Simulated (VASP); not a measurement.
Write the native input for VASP 6.6.1 that does the following.

```
Task                   : relaxation of cell and atoms
Functional             : r2SCAN
Potentials or basis    : VASP PAW PBE potentials, release 64 (Cu)
Cutoff                 : 600 eV
k mesh                 : 22 × 22 × 22
Occupations            : gaussian, width 0.1 eV
Spin                   : no spin polarisation
Target pressure        : 60 GPa
Dipole correction      : no
Further INCAR settings : ALGO = Normal; EDIFF = 1e-07; IBRION = 2; EDIFFG = -0.008; NSW = 70; ISIF = 3
```

The system is Cu.

```
Cu
1.0
    -1.33893    1.33893    1.29282
     1.33893   -1.33893    1.29282
     1.33893    1.33893   -1.29282
Cu
1
Direct
  0.00000 0.00000 0.00000
```

These files were run (other wordings do the same):

POSCAR

```
Cu
1.0
   -1.3389297597      1.3389297597      1.2928220654
    1.3389297597     -1.3389297597      1.2928220654
    1.3389297597      1.3389297597     -1.2928220654
Cu
1
Direct
    0.0000000000      0.0000000000      0.0000000000
```

INCAR.step1

```
SYSTEM = Cu
PREC = Accurate ; ENCUT = 600
ISMEAR = 0 ; SIGMA = 0.1
LREAL = .FALSE. ; LASPH = .TRUE.
NELM = 80 ; GGA = PE
ALGO = Normal ; EDIFF = 1E-4
LWAVE = .TRUE. ; LCHARG = .FALSE.
```

INCAR.step2

```
SYSTEM = Cu
PREC = Accurate ; ENCUT = 600
EDIFF = 1E-7 ; ISMEAR = 0
SIGMA = 0.1 ; LREAL = .FALSE.
LASPH = .TRUE. ; NELM = 80
ALGO = Normal ; ISIF = 3
LWAVE = .FALSE. ; LCHARG = .FALSE.
METAGGA = R2SCAN ; LMIXTAU = .TRUE.
IBRION = 2 ; NSW = 70
EDIFFG = -0.008 ; PSTRESS = 600.0
ISTART = 1
```

KPOINTS

```
Automatic mesh
0
G
  22 22 22
  0 0 0
```

Potentials or basis: VASP PAW PBE potentials, release 64 (Cu).

The run is started by

```sh
$ cat potpaw_PBE.64/Cu/POTCAR > POTCAR
$ cp INCAR.step1 INCAR
$ mpirun -np 1 vasp_std > vasp.out
$ cp INCAR.step2 INCAR
$ mpirun -np 1 vasp_std > vasp.out
```

It gave:

```
Relaxed volume                                             : 9.26 Å³/atom
Relaxed cell                                               : a = 2.292 Å, b = 2.292 Å, c = 2.292 Å, α = 108.65°, β = 108.65°, γ = 111.12°
Space group after relaxing (to 0.1 Å)                      : Im-3m (No. 229)
Energy change on relaxing (the run minimises the enthalpy) : +2.1 meV/atom
Ionic steps                                                : 10
Pressure after relaxing                                    : 59.9 GPa
Band gap on the k mesh                                     : zero (an odd number of electrons rules out a gap without spin polarisation)
```

Caveat: the cell is relaxed towards a set pressure, so the run minimises the enthalpy, not the energy; the PAW data sets were made with another functional, which shifts forces and pressure a little.

It took 51 min on 1 thread of Oxide Virtual Turin-like Processor, with other jobs on the host, peak memory 0.17 GiB.
